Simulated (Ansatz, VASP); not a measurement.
## SnTe2: VASP beside Ansatz

File POSCAR:

```
SnTe2
1.0
    0.0000000000      3.7010376726      3.7010376726
    3.7010376726      0.0000000000      3.7010376726
    3.7010376726      3.7010376726      0.0000000000
Sn Te
1 2
Direct
    0.0000000000      0.0000000000      0.0000000000
    0.2500000000      0.2500000000      0.2500000000
    0.7500000000      0.7500000000      0.7500000000
```

The input INCAR.step1:

```
SYSTEM = SnTe2
ALGO = Normal
EDIFF = 1E-4
ENCUT = 520
GGA = PE
ISMEAR = -1
LASPH = .TRUE.
LCHARG = .FALSE.
LREAL = .FALSE.
LWAVE = .TRUE.
NBANDS = 20
NELM = 80
PREC = Accurate
SIGMA = 0.02
```

File INCAR.step2:

```
SYSTEM = SnTe2
ALGO = Normal
EDIFF = 1E-6
ENCUT = 520
ISIF = 2
ISMEAR = -1
ISTART = 1
IVDW = 12
LASPH = .TRUE.
LCHARG = .FALSE.
LMIXTAU = .TRUE.
LREAL = .FALSE.
LWAVE = .FALSE.
METAGGA = R2SCAN
NBANDS = 20
NELM = 80
PREC = Accurate
SIGMA = 0.02
VDW_A1 = 0.49484001
VDW_A2 = 5.73083694
VDW_S6 = 1.0
VDW_S8 = 0.78981345
```

Contents of KPOINTS:

```
k-points
0
G
  4 4 4
  0 0 0
```

Input for Ansatz:

```yaml
crystal:
  lattice:
    - [0.0, 3.7010376726, 3.7010376726]
    - [3.7010376726, 0.0, 3.7010376726]
    - [3.7010376726, 3.7010376726, 0.0]
  atoms:
    - { symbol: Sn, position: [0.0, 0.0, 0.0] }
    - { symbol: Te, position: [0.25, 0.25, 0.25] }
    - { symbol: Te, position: [0.75, 0.75, 0.75] }
kpoints:
  mp_grid: { grid: [4, 4, 4] }
hamiltonian:
  xc: r2scan
  dispersion: d3bj
scf:
  occupations: { method: fermi_dirac, width: 0.02 }
  n_extra_bands: 4
output:
  forces: true
  stress: true
  eigenvalues: true
```

Alike in both runs: task single point; functional r2SCAN; dispersion D3(BJ); k mesh 4 × 4 × 4; occupations fermi-dirac, width 0.02 eV; no spin polarisation.

|  | VASP | Ansatz |
| --- | --- | --- |
| version | VASP 6.6.1 | Ansatz 0.2.0 |
| potentials or method | VASP PAW PBE potentials, release 64 (Sn_d, Te) | plane waves |
| plane-wave cutoff (eV) | 520 | 500 |
| valence electrons in the cell | 26 | 46 |

```csv
,VASP,Ansatz,Ansatz less VASP
pressure (GPa),-0.5,-0.5,+0.01
```

VASP's potentials were made for PBE, not for r2SCAN. VASP's potentials hold 26 valence electrons a cell and Ansatz's 46, so a difference there can come from the potentials and not from the codes. Ansatz's warnings: dispersion damping borrowed.

The k mesh is coarse, so the values compare programs but aren't converged. Spin-orbit coupling is off throughout.
